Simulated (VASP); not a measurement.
A run of VASP 6.6.1 is set up as follows.

Contents of INCAR:

```
SYSTEM = BaO
  PREC = Accurate
  ENCUT = 1340
  EDIFF = 1E-6
  ISMEAR = 0
  SIGMA = 0.05
  LREAL = .False.
  LASPH = .True.
  NELM = 120
  ALGO = Normal
  ISIF = 2
  LWAVE = .False.
  LCHARG = .True.
  GGA = PE
  LELF = .True.
  LVHAR = .True.
  NBANDS = 15
  GGA_COMPAT = .False.
```

File KPOINTS:

```
regular mesh
0
Gamma
  6 6 6
  0 0 0
```

File POSCAR:

```
BaO
1.0
    0.0000000000      2.7867887712      2.7867887712
    2.7867887712      0.0000000000      2.7867887712
    2.7867887712      2.7867887712      0.0000000000
Ba O
1 1
Direct
    0.5000000000      0.5000000000      0.5000000000
    0.0000000000      0.0000000000      0.0000000000
```

Potentials or basis: VASP PAW PBE potentials, release 64 (Ba_sv, O_h).

Run with:

```bash
$ cat potpaw_PBE.64/Ba_sv/POTCAR potpaw_PBE.64/O_h/POTCAR > POTCAR
$ mpirun -np 1 vasp_std > vasp.out
```

Task: Predict the band gap on the k mesh.

Result: 2.04 eV.

Task: Estimate the pressure.

Result: 1.5 GPa.

Caveat: spin-orbit coupling is left out, which moves the levels of the heavy elements. A k mesh can miss the band edges.
